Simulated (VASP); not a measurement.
Input of a VASP 6.6.1 run:

Contents of POSCAR:

```
SnSe2
1.0
    3.8407286973      0.0000000000      0.0000000000
   -1.9203643487      3.3261686209      0.0000000000
    0.0000000000      0.0000000000      6.5263458823
Sn Se
1 2
Direct
    0.0000000000      0.0000000000      0.0000000000
    0.3333333333      0.6666666667      0.2411469477
    0.6666666667      0.3333333333      0.7588530523
```

Contents of INCAR.step1:

```
PREC = Accurate
ENCUT = 520
ISMEAR = 0
SIGMA = 0.01
LREAL = F
LASPH = T
NELM = 100
NBANDS = 20
GGA = PE
ALGO = Normal
EDIFF = 1E-4
LWAVE = T
LCHARG = F
```

INCAR.step2

```
PREC = Accurate
ENCUT = 520
EDIFF = 1E-7
ISMEAR = 0
SIGMA = 0.01
LREAL = F
LASPH = T
NELM = 100
ALGO = Normal
ISIF = 2
LWAVE = F
LCHARG = T
METAGGA = R2SCAN
LMIXTAU = T
LELF = T
LVHAR = T
NBANDS = 20
ISTART = 1
```

Contents of KPOINTS:

```
Automatic mesh
0
Gamma
  9 9 4
```

Potentials or basis: VASP PAW PBE potentials, release 64 (Sn_d, Se).

Run with:

```sh
$ cat potpaw_PBE.64/Sn_d/POTCAR potpaw_PBE.64/Se/POTCAR > POTCAR
$ cp INCAR.step1 INCAR
$ mpirun -np 1 vasp_std > vasp.out
$ cp INCAR.step2 INCAR
$ mpirun -np 1 vasp_std > vasp.out
```

Question: Estimate the pressure.

Answer: 0.0 GPa.

Question: What does it give for the largest force?

Answer: 0.012 eV/Å.

Question: Predict the band gap on the k mesh.

Answer: 1.09 eV, indirect (least direct gap 1.46 eV).

Forces on the atoms (eV/Å):
```
Sn   0.000  0.000  0.000
Se   0.000  0.000  0.012
Se   0.000  0.000 -0.012
```

Caveat: the PAW data sets were made with another functional, which shifts forces and pressure a little; spin-orbit coupling is left out, which moves the levels of the heavy elements. A k mesh can miss the band edges.
